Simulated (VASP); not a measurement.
# SnSe2 (P-3m1) in VASP: further runs

SnSe2 is run at these levels: PBEsol; tasks: single point, relaxation of cell and atoms.

Program: VASP 6.6.1. These are calculated values, not measurements. Logs are shortened: lines on timing, memory, paths and dates and some standing lists are left out, and cuts for length are marked.

## Step 1: The cell of the first run

It takes space group P-3m1 (No. 164, trigonal). Conventional cell: a = 3.842 Å, b = 3.842 Å, c = 6.486 Å, α = 90.00°, β = 90.00°, γ = 120.00°. Within 3.6 Å of Sn (site symmetry -3m) lie 6 Se at 2.72 Å. Se (site symmetry 3m) has 3 Sn at 2.72 Å within 3.6 Å.

## Step 2: Single point, PBEsol

Input file INCAR:

```
SYSTEM = SnSe2
ALGO = Normal
EDIFF = 1E-6
ENCUT = 500
GGA = PS
GGA_COMPAT = .FALSE.
ISIF = 2
ISMEAR = 0
LASPH = .TRUE.
LCHARG = .TRUE.
LELF = .TRUE.
LREAL = .FALSE.
LVHAR = .TRUE.
LWAVE = .FALSE.
NBANDS = 20
NELM = 120
PREC = Accurate
SIGMA = 0.1
```

Input file KPOINTS:

```
k-points
0
G
  6 6 4
  0 0 0
```

Input file POSCAR:

```
SnSe2
1.0
    3.8418991400      0.0000000000      0.0000000000
   -1.9209495700      3.3271822500      0.0000000000
    0.0000000000      0.0000000000      6.4858801000
Sn Se
1 2
Direct
    0.0000000000      0.0000000000      0.0000000000
    0.6666666700      0.3333333300      0.7570988600
    0.3333333300      0.6666666700      0.2429011400
```

Potentials or basis: VASP PAW PBE potentials, release 64 (Sn_d, Se).

Run with:

```sh
$ cat potpaw_PBE.64/Sn_d/POTCAR potpaw_PBE.64/Se/POTCAR > POTCAR
$ mpirun -np 1 vasp_std > vasp.out
```

OUTCAR:

```text
SYSTEM = SnSe2
   EDIFF = 1E-6
   ENCUT = 500
   GGA = PS
   ISIF = 2
   ISMEAR = 0
   LASPH = .TRUE.
   LREAL = .FALSE.
   NELM = 120
   PREC = Accurate

 ion  position               nearest neighbor table
   1  0.000  0.000  0.000-   2 2.72   3 2.72   3 2.72   2 2.72   2 2.72   3 2.72
   2  0.667  0.333  0.757-   1 2.72   1 2.72   1 2.72
   3  0.333  0.667  0.243-   1 2.72   1 2.72   1 2.72

  LATTYP: Found a hexagonal cell.
 ALAT       =     3.8418991400
 C/A-ratio  =     1.6881963486

  Lattice vectors:

 A1 = (   3.8418991400,   0.0000000000,   0.0000000000)
 A2 = (  -1.9209495700,   3.3271822500,   0.0000000000)
 A3 = (   0.0000000000,   0.0000000000,   6.4858801000)

Analysis of symmetry for initial positions (statically):
=====================================================================
 Subroutine PRICEL returns:
 Original cell was already a primitive cell.

 Routine SETGRP: Setting up the symmetry group for a
 hexagonal supercell.

 Subroutine GETGRP returns: Found 12 space group operations
 (whereof 12 operations were pure point group operations)
 out of a pool of 24 trial point group operations.

The static configuration has the point symmetry D_3d.

Analysis of symmetry for dynamics (positions and initial velocities):
=====================================================================
 Subroutine PRICEL returns:
 Original cell was already a primitive cell.

 Routine SETGRP: Setting up the symmetry group for a
 hexagonal supercell.

 Subroutine GETGRP returns: Found 12 space group operations
 (whereof 12 operations were pure point group operations)
 out of a pool of 24 trial point group operations.

The dynamic configuration has the point symmetry D_3d.

 Subroutine INISYM returns: Found 12 space group operations
 (whereof 12 operations are pure point group operations),
 and found     1 'primitive' translations

----------------------------------------------------------------------------------------

                                     Primitive cell

  volume of cell :      82.9071

  direct lattice vectors                    reciprocal lattice vectors
     3.841899140  0.000000000  0.000000000     0.260287937  0.150277310  0.000000000
    -1.920949570  3.327182250  0.000000000     0.000000000  0.300554621  0.000000000
     0.000000000  0.000000000  6.485880100     0.000000000  0.000000000  0.154181080

  length of vectors
     3.841899140  3.841899137  6.485880100     0.300554621  0.300554621  0.154181080

  position of ions in fractional coordinates (direct lattice)
     0.000000000  0.000000000  0.000000000
     0.666666670  0.333333330  0.757098860
     0.333333330  0.666666670  0.242901140

  ion indices of the primitive-cell ions
   primitive index   ion index
                 1           1
                 2           2
                 3           3

----------------------------------------------------------------------------------------

 KPOINTS: k-points

Automatic generation of k-mesh.
 Grid dimensions read from file:
 generate k-points for:    6    6    4

 Generating k-lattice:

  Cartesian coordinates                     Fractional coordinates (reciprocal lattice)
     0.043381323  0.025046218  0.000000000     0.166666667  0.000000000  0.000000000
     0.000000000  0.050092437  0.000000000     0.000000000  0.166666667  0.000000000
     0.000000000  0.000000000  0.038545270     0.000000000  0.000000000  0.250000000

  Length of vectors
     0.050092437  0.050092437  0.038545270

  Shift w.r.t. Gamma in fractional coordinates (k-lattice)
     0.000000000  0.000000000  0.000000000

 Subroutine IBZKPT returns following result:
 ===========================================

 Found     24 irreducible k-points:

 Following reciprocal coordinates:
            Coordinates               Weight
  0.000000  0.000000  0.000000      1.000000
  0.166667 -0.000000  0.000000      6.000000
  0.333333  0.000000  0.000000      6.000000
  0.500000 -0.000000  0.000000      3.000000
  0.166667  0.166667  0.000000      6.000000
  0.333333  0.166667  0.000000     12.000000
[... 16 lines left out ...]
  0.333333  0.166667  0.500000     12.000000
  0.333333  0.333333  0.500000      2.000000
   k-points           NKPTS =     24   k-points in BZ     NKDIM =     24   number of bands    NBANDS=     20
   number of dos      NEDOS =    301   number of ions     NIONS =      3
   total plane-waves  NPLWV =  37632
   dimension x,y,z NGX =    28 NGY =   28 NGZ =   48
   dimension x,y,z NGXF=    56 NGYF=   56 NGZF=   96
   ions per type =               1   2
   NGX,Y,Z   is equivalent  to a cutoff of  12.12, 12.12, 12.30 a.u.
   NGXF,Y,Z  is equivalent  to a cutoff of  24.23, 24.23, 24.61 a.u.
 SYSTEM =  SnSe2
   PREC   = accura    normal or accurate (medium, high low for compatibility)
   ISTART =      0    job   : 0-new  1-cont  2-samecut
   ICHARG =      2    charge: 1-file 2-atom 10-const
   ISPIN  =      1    spin polarized calculation?
[... 40 lines left out ...]
 maximum number of plane-waves:      2116
   NGX = 13   NGY = 13   NGZ = 23

 number of electron      26.0000014 magnetization

 Free energy of the ion-electron system (eV)
  ---------------------------------------------------
  ext. energy  EPLUGINS =         0.00000000
  ---------------------------------------------------
  free energy    TOTEN  =       -12.95827393 eV

  energy without entropy =      -12.95827389  energy(sigma->0) =      -12.95827391

 E-fermi :   3.6239     XC(G=0):  -9.2715

 val. band max:        3.2725015012   @ k =   0.1667  -0.0000   0.0000
 cond. band min:       3.9578787752   @ k =   0.5000  -0.0000   0.5000
 fundamental gap:      0.6853772740
 Fermi energy:         3.6239388906

 k-point     1 :       0.0000    0.0000    0.0000
  band No.  band energies     occupation
      1     -17.7787      2.00000
      2     -17.7787      2.00000
      3     -17.7446      2.00000
      4     -17.7323      2.00000
      5     -17.7323      2.00000
      6     -10.3439      2.00000
[... 12 lines left out ...]
     19      12.1940      0.00000
     20      12.1940      0.00000

 k-point     2 :       0.1667   -0.0000    0.0000
  band No.  band energies     occupation
      1     -17.7899      2.00000
      2     -17.7702      2.00000
      3     -17.7403      2.00000
      4     -17.7352      2.00000
      5     -17.7306      2.00000
      6     -10.0823      2.00000
[... 12 lines left out ...]
     19      11.5473      0.00000
     20      12.2786      0.00000

 k-point     3 :       0.3333    0.0000    0.0000
  band No.  band energies     occupation
      1     -17.8158      2.00000
      2     -17.7604      2.00000
      3     -17.7495      2.00000
      4     -17.7201      2.00000
      5     -17.7197      2.00000
      6      -9.3907      2.00000
[... 12 lines left out ...]
     19      12.0729      0.00000
     20      12.5607      0.00000

 k-point     4 :       0.5000   -0.0000    0.0000
  band No.  band energies     occupation
      1     -17.8295      2.00000
      2     -17.7589      2.00000
      3     -17.7540      2.00000
      4     -17.7113      2.00000
      5     -17.7112      2.00000
      6      -8.8037      2.00000
[... 12 lines left out ...]
     19      12.7332      0.00000
     20      13.3148      0.00000

 k-point     5 :       0.1667    0.1667    0.0000
  band No.  band energies     occupation
      1     -17.8031      2.00000
      2     -17.7678      2.00000
      3     -17.7424      2.00000
      4     -17.7335      2.00000
      5     -17.7191      2.00000
      6      -9.5999      2.00000
[... 12 lines left out ...]
     19      10.4100      0.00000
     20      12.7872      0.00000
[... 353 lines left out ...]
      6      -8.7445      2.00000
[... 12 lines left out ...]
     19      12.8163      0.00000
     20      13.3252      0.00000

 k-point    22 :       0.1667    0.1667    0.5000
  band No.  band energies     occupation
      1     -17.8031      2.00000
      2     -17.7678      2.00000
      3     -17.7425      2.00000
      4     -17.7334      2.00000
      5     -17.7190      2.00000
      6      -9.5018      2.00000
[... 12 lines left out ...]
     19      11.2600      0.00000
     20      12.3199      0.00000

 k-point    23 :       0.3333    0.1667    0.5000
  band No.  band energies     occupation
      1     -17.8160      2.00000
      2     -17.7699      2.00000
      3     -17.7460      2.00000
      4     -17.7222      2.00000
      5     -17.7112      2.00000
      6      -8.8058      2.00000
[... 12 lines left out ...]
     19      11.6226      0.00000
     20      12.8485      0.00000

 k-point    24 :       0.3333    0.3333    0.5000
  band No.  band energies     occupation
      1     -17.7947      2.00000
      2     -17.7947      2.00000
      3     -17.7308      2.00000
      4     -17.7308      2.00000
      5     -17.7147      2.00000
      6      -8.3926      2.00000
[... 12 lines left out ...]
     19      12.2249      0.00000
     20      12.2981      0.00000

------------------------ aborting loop because EDIFF is reached ----------------------------------------

  FORCE on cell =-STRESS in cart. coord.  units (eV):
  Direction    XX          YY          ZZ          XY          YZ          ZX
  --------------------------------------------------------------------------------------
  -------------------------------------------------------------------------------------
  Total       -0.4254242     -0.4254242     -0.1522909     -0.0000000      0.0000000      0.0000000
  in kB       -8.2213154     -8.2213154     -2.9430197     -0.0000000      0.0000000      0.0000000
  external PRESSURE =      -6.4618835 kB  Pullay stress =       0.0000000 kB

 VOLUME and BASIS-vectors are now :
 -----------------------------------------------------------------------------
  energy-cutoff  :      500.00
  volume of cell :       82.91
      direct lattice vectors                 reciprocal lattice vectors
     3.841899140  0.000000000  0.000000000     0.260287937  0.150277310  0.000000000
    -1.920949570  3.327182250  0.000000000     0.000000000  0.300554621  0.000000000
     0.000000000  0.000000000  6.485880100     0.000000000  0.000000000  0.154181080

 POSITION                                       TOTAL-FORCE (eV/Angst)
 -----------------------------------------------------------------------------------
      0.00000      0.00000      0.00000         0.000000      0.000000      0.000000
      1.92095      1.10906      4.91045        -0.000000      0.000000     -0.051577
     -0.00000      2.21812      1.57543         0.000000     -0.000000      0.051577
 -----------------------------------------------------------------------------------
    total drift:                               -0.000000      0.000000      0.000000

  FREE ENERGIE OF THE ION-ELECTRON SYSTEM (eV)
  ---------------------------------------------------
  free  energy   TOTEN  =       -12.9582739282 eV

  energy  without entropy=      -12.9582738919  energy(sigma->0) =      -12.95827391
```

Wall time 25 s (1 thread of Intel Xeon Platinum 8259CL at 2.50GHz (Skylake/Cascade Lake), shared host); peak memory 0.19 GiB.

Results:

```yaml
Free_energy: -12.9583 eV
Pressure: -0.6 GPa
Largest_force: 0.052 eV/Å
Band_gap_on_the_k_mesh: 0.69 eV (least direct gap 1.11 eV)
```

Forces in eV/Å, atoms in the order of the input:
```
Sn   0.000  0.000  0.000
Se   0.000  0.000 -0.052
Se   0.000  0.000  0.052
```

Stress tensor (GPa, compression positive):
```
-0.82  0.00  0.00
 0.00 -0.82  0.00
 0.00  0.00 -0.29
```

Levels at points of the mesh, in eV from the valence-band top:
| k point | band 9 | band 10 | band 11 | band 12 | band 13 | band 14 | band 15 | band 16 | band 17 | band 18 |
| --- | --- | --- | --- | --- | --- | --- | --- | --- | --- | --- |
| (0.00, 0.00, 0.00) | -0.51 | -0.51 | -0.24 | -0.19 | -0.19 | 0.99 | 2.98 | 4.59 | 4.59 | 7.68 |
| (0.50, 0.00, 0.00) | -4.30 | -2.66 | -2.36 | -1.02 | -0.25 | 1.03 | 3.74 | 5.45 | 5.45 | 6.64 |
| (0.00, 0.00, 0.50) | -1.84 | -0.57 | -0.57 | -0.09 | -0.09 | 2.24 | 2.90 | 4.42 | 4.42 | 8.11 |
| (0.50, 0.00, 0.50) | -4.59 | -2.25 | -2.01 | -0.70 | -0.50 | 0.69 | 4.15 | 4.74 | 5.70 | 6.03 |

Caveat: semilocal functionals underestimate gaps, and a narrow one can read as zero; the PAW data sets were made with another functional, which shifts forces and pressure a little; spin-orbit coupling is left out, which moves the levels of the heavy elements; this functional lacks dispersion, which binds layers or chains, so the pressure and a relaxed spacing across them are unreliable. A k mesh can miss the band edges.

## Step 3: Single point, PBEsol

This run uses another cell than the first one, of 25.88 Å³/atom.

Input file INCAR:

```
SYSTEM = SnSe2
  ALGO = Normal
  EDIFF = 1E-6
  ENCUT = 500
  GGA = PS
  GGA_COMPAT = .False.
  ISIF = 2
  ISMEAR = 0
  LASPH = .True.
  LCHARG = .False.
  LREAL = .False.
  LWAVE = .False.
  NBANDS = 20
  NELM = 120
  PREC = Accurate
  SIGMA = 0.02
```

Input file KPOINTS:

```
k-points
0
Gamma
  9 9 4
  0 0 0
```

Input file POSCAR:

```
SnSe2
1.0
    3.8177983058      0.0000000000      0.0000000000
   -1.9088991529      3.3063103194      0.0000000000
    0.0000000000      0.0000000000      6.1503276384
Sn Se
1 2
Direct
    0.0000000000      0.0000000000      0.0000000000
    0.6666666667      0.3333333333      0.7420245381
    0.3333333333      0.6666666667      0.2579754619
```

Potentials or basis: VASP PAW PBE potentials, release 64 (Sn_d, Se).

Run with:

```sh
$ cat potpaw_PBE.64/Sn_d/POTCAR potpaw_PBE.64/Se/POTCAR > POTCAR
$ mpirun -np 1 vasp_std > vasp.out
```

It took 37 s on 1 thread of Intel Xeon Platinum 8259CL at 2.50GHz (Skylake/Cascade Lake), shared host; peak memory 0.22 GiB.

The run converged. Its results:

| Item | Value |
| --- | --- |
| Free energy | -12.9831 eV |
| Pressure | 0.1 GPa |
| Largest force | 0.020 eV/Å |
| Band gap on the k mesh | 0.60 eV (least direct gap 0.98 eV) |

Forces in eV/Å, atoms in the order of the input:
```
Sn   0.000  0.000  0.000
Se   0.000  0.000 -0.020
Se   0.000  0.000  0.020
```

Levels at points of the mesh, in eV from the valence-band top:
```
           k point  band 11  band 12  band 13  band 14  band 15  band 16
(0.00, 0.00, 0.00)    -0.34    -0.34    -0.11     0.87     2.96     4.59
(0.00, 0.00, 0.50)    -0.70    -0.14    -0.14     2.45     2.85     4.28
```

Caveat: semilocal functionals underestimate gaps, and a narrow one can read as zero; the PAW data sets were made with another functional, which shifts forces and pressure a little; spin-orbit coupling is left out, which moves the levels of the heavy elements; this functional lacks dispersion, which binds layers or chains, so the pressure and a relaxed spacing across them are unreliable. A k mesh can miss the band edges.

## Step 4: Relaxation of cell and atoms, PBEsol

Input file INCAR:

```
SYSTEM = SnSe2
PREC = Accurate
ENCUT = 500
EDIFF = 1E-7
ISMEAR = 0
SIGMA = 0.02
LREAL = .False.
LASPH = .True.
NELM = 120
ALGO = Normal
ISIF = 3
LWAVE = .False.
LCHARG = .False.
GGA = PS
IBRION = 2
NSW = 100
EDIFFG = -0.002
GGA_COMPAT = .False.
NELMIN = 4
```

Input file KPOINTS:

```
Automatic mesh
0
Gamma
  9 9 4
  0 0 0
```

Input file POSCAR:

```
SnSe2
1.0
    3.8418991400      0.0000000000      0.0000000000
   -1.9209495700      3.3271822500      0.0000000000
    0.0000000000      0.0000000000      6.4858801000
Sn Se
1 2
Direct
    0.0000000000      0.0000000000      0.0000000000
    0.6666666700      0.3333333300      0.7570988600
    0.3333333300      0.6666666700      0.2429011400
```

Run with:

```sh
$ cat potpaw_PBE.64/Sn_d/POTCAR potpaw_PBE.64/Se/POTCAR > POTCAR
$ mpirun -np 1 vasp_std > vasp.out
```

It took 6.4 min on 1 thread of Intel Xeon Platinum 8259CL at 2.50GHz (Skylake/Cascade Lake), shared host; peak memory 0.23 GiB.

It converged, with:

| Property | Result |
| --- | --- |
| Free energy | -12.9840 eV |
| Relaxed volume | 25.88 Å³/atom |
| Relaxed cell | a = 3.820 Å, b = 3.820 Å, c = 6.145 Å, α = 90.00°, β = 90.00°, γ = 120.00° |
| Space group after relaxing (to 0.1 Å) | P-3m1 (No. 164) |
| Energy gained by relaxing | 4.8 meV/atom |
| Ionic steps | 17 |
| Pressure after relaxing | 0.0 GPa |
| Band gap on the k mesh | 0.59 eV (least direct gap 0.97 eV) |

The path:
```tsv
step	energy change (eV)	largest force (eV/Å)	pressure (GPa)	volume (Å³)
1	0.0000	0.0625	-0.70	82.91
2	-0.0034	0.1575	0.30	81.47
3	-0.0035	0.1440	0.16	81.67
4	-0.0050	0.0603	-0.01	81.54
5	-0.0051	0.0328	-0.07	81.50
6	-0.0058	0.0321	-0.07	81.33
7	-0.0077	0.0304	-0.07	80.80
8	-0.0110	0.0289	-0.03	79.74
9	-0.0142	0.0309	0.17	77.61
10	-0.0074	0.2061	-1.29	78.54
11	-0.0143	0.0016	-0.01	77.72
12	-0.0143	0.0010	-0.02	77.72
13	-0.0143	0.0020	0.00	77.66
14	-0.0143	0.0018	-0.01	77.67
15	-0.0143	0.0018	-0.01	77.66
16	-0.0143	0.0132	0.07	77.57
17	-0.0143	0.0009	0.00	77.65
```

Final structure:
```yaml
crystal:
  lattice:
    - [3.81960, 0.00000, 0.00000]
    - [-1.90980, 3.30787, 0.00000]
    - [0.00000, 0.00000, 6.14545]
  atoms:
    - { symbol: Sn, position: [0.00000, 0.00000, 0.00000] }
    - { symbol: Se, position: [0.66667, 0.33333, 0.74157] }
    - { symbol: Se, position: [0.33333, 0.66667, 0.25843] }
```

Levels at points of the mesh, in eV from the valence-band top:
| k point | band 9 | band 10 | band 11 | band 12 | band 13 | band 14 | band 15 | band 16 | band 17 |
| --- | --- | --- | --- | --- | --- | --- | --- | --- | --- |
| (0.00, 0.00, 0.00) | -0.58 | -0.58 | -0.35 | -0.35 | -0.11 | 0.85 | 2.96 | 4.58 | 4.58 |
| (0.00, 0.00, 0.50) | -2.29 | -0.71 | -0.71 | -0.15 | -0.15 | 2.45 | 2.85 | 4.27 | 4.27 |

Caveat: semilocal functionals underestimate gaps, and a narrow one can read as zero; the PAW data sets were made with another functional, which shifts forces and pressure a little; spin-orbit coupling is left out, which moves the levels of the heavy elements; this functional lacks dispersion, which binds layers or chains, so the pressure and a relaxed spacing across them are unreliable.

## Step 5: The runs side by side

| task | cell | k mesh | smearing | gap on the mesh (eV) | pressure (GPa) | largest force (eV/Å) |
| --- | --- | --- | --- | --- | --- | --- |
| single point | a = 3.842, b = 3.842, c = 6.486 Å, angles 90.0, 90.0, 120.0°, 3 atoms, atomic positions A | 6 × 6 × 4 | gaussian 0.1 eV | 0.69 | -0.6 | 0.05 |
| single point | a = 3.818, b = 3.818, c = 6.150 Å, angles 90.0, 90.0, 120.0°, 3 atoms, atomic positions B | 9 × 9 × 4 | gaussian 0.02 eV | 0.60 | 0.1 | 0.02 |
| relaxation of cell and atoms | relaxed from a = 3.842, b = 3.842, c = 6.486 Å, angles 90.0, 90.0, 120.0°, 3 atoms, atomic positions A | 9 × 9 × 4 | gaussian 0.02 eV | 0.59 | 0.0 | - |

Alike in all rows: level PBEsol; potentials or basis VASP PAW PBE potentials, release 64 (Sn_d, Se); no spin polarisation; cutoff (eV) 500.

Caveats: semilocal functionals underestimate gaps, and a narrow one can read as zero; the PAW data sets were made with another functional, which shifts forces and pressure a little; spin-orbit coupling is left out, which moves the levels of the heavy elements; this functional lacks dispersion, which binds layers or chains, so the pressure and a relaxed spacing across them are unreliable.

Total energies depend on the potentials used, so only differences within one code and one set of settings carry meaning.
